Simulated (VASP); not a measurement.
Wanted: the native input for a VASP 6.6.1 run.

```
Task                   : single point
Functional             : BLYP
Potentials or basis    : VASP PAW PBE potentials, release 64 (Cd)
Cutoff                 : 520 eV
k mesh                 : 6 × 6 × 3
Occupations            : fermi-dirac, width 0.1 eV
Spin                   : no spin polarisation
Dipole correction      : no
Further INCAR settings : ALGO = Normal; EDIFF = 1e-06; NBANDS = 19
```

The structure of Cd lies in POSCAR:

```
Cd
1.0
    3.0972784556      0.0000000000      0.0000000000
   -1.5486392278      2.6823218251      0.0000000000
    0.0000000000      0.0000000000      6.4200637829
Cd
2
Direct
    0.3333333333      0.6666666667      0.2500000000
    0.6666666667      0.3333333333      0.7500000000
```

These files were run (other wordings do the same):

INCAR

```
SYSTEM = Cd
PREC     = Accurate       ! precision mode
ENCUT    = 520            ! plane-wave cutoff, eV
EDIFF    = 1E-6           ! SCF threshold, eV
ISMEAR   = -1             ! smearing method
SIGMA    = 0.1            ! smearing width, eV
LREAL    = .False.        ! projectors in reciprocal space
LASPH    = .True.         ! aspherical terms in the spheres
NELM     = 60             ! most SCF steps
ALGO     = Normal         ! electronic algorithm
ISIF     = 2              ! what is computed and relaxed
LWAVE    = .False.        ! write WAVECAR
LCHARG   = .False.        ! write CHGCAR
GGA      = B5             ! functional
ALDAX    = 1.0          
AGGAX    = 1.0          
AGGAC    = 1.0          
ALDAC    = 0.0          
NBANDS   = 19             ! bands
```

KPOINTS

```
Automatic mesh
0
Gamma
  6 6 3
  0 0 0
```

Potentials or basis: VASP PAW PBE potentials, release 64 (Cd).

Command:

```console
$ cat potpaw_PBE.64/Cd/POTCAR > POTCAR
$ mpirun -np 1 vasp_std > vasp.out
```

It gave:

```json
{
 "Pressure": "0.5 GPa",
 "Band gap on the k mesh": "zero (band 12 reaches 2.80 eV, above the bottom of band 13 at -0.13 eV)"
}
```

Caveat: the k points lie up to 0.39 Å⁻¹ apart; the PAW data sets were made with another functional, which shifts forces and pressure a little.

It took 37 s on 1 thread of Intel Xeon 8259CL (shared host), peak memory 0.16 GiB.
